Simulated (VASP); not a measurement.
Here is a VASP 6.6.1 calculation.

File INCAR:

```
ALGO     = Normal         # electronic algorithm
EDIFF    = 1E-8           # SCF threshold, eV
ENCUT    = 520            # plane-wave cutoff, eV
GGA      = PE             # functional
IBRION   = 8              # ionic algorithm
ISIF     = 2              # what is computed and relaxed
ISMEAR   = 0              # smearing method
LASPH    = T              # aspherical terms in the spheres
LCHARG   = F              # write CHGCAR
LEPSILON = T              # dielectric tensor by DFPT
LREAL    = F              # projectors in reciprocal space
LWAVE    = F              # write WAVECAR
NELM     = 60             # most SCF steps
NSW      = 1              # ionic steps
PREC     = Accurate       # precision mode
SIGMA    = 0.01           # smearing width, eV
```

KPOINTS

```
k-points
0
Gamma
  8 8 8
```

Contents of POSCAR:

```
HfO2
1.0
    0.0000000000      2.5316991669      2.5316991669
    2.5316991669      0.0000000000      2.5316991669
    2.5316991669      2.5316991669      0.0000000000
Hf O
1 2
Direct
    0.0000000000      0.0000000000      0.0000000000
    0.2500000000      0.2500000000      0.2500000000
    0.7500000000      0.7500000000      0.7500000000
```

Potentials or basis: VASP PAW PBE potentials, release 64 (Hf_pv, O).

The run is started by

```console
$ cat potpaw_PBE.64/Hf_pv/POTCAR potpaw_PBE.64/O/POTCAR > POTCAR
$ mpirun -np 1 vasp_std > vasp.out
```

Problem. Predict the electronic dielectric tensor (diagonal).

Solution. 5.24.

Problem. Predict the Born charges (mean of the diagonal).

Solution. Hf +5.52; O -2.76 e.

Problem. Estimate the highest phonon frequency at Γ, LO-TO splitting left out.

Solution. 576 cm⁻¹.

Phonon frequencies in cm⁻¹ (negative: imaginary):
| q point | frequencies |
| --- | --- |
| (0.000, 0.000, 0.000) | 0 0 0 230 230 230 576 576 576 |

Caveat: the cell differs from its parent crystal (phonons at volume x 0.98); the cell wasn't relaxed at this level first, which shifts response properties.
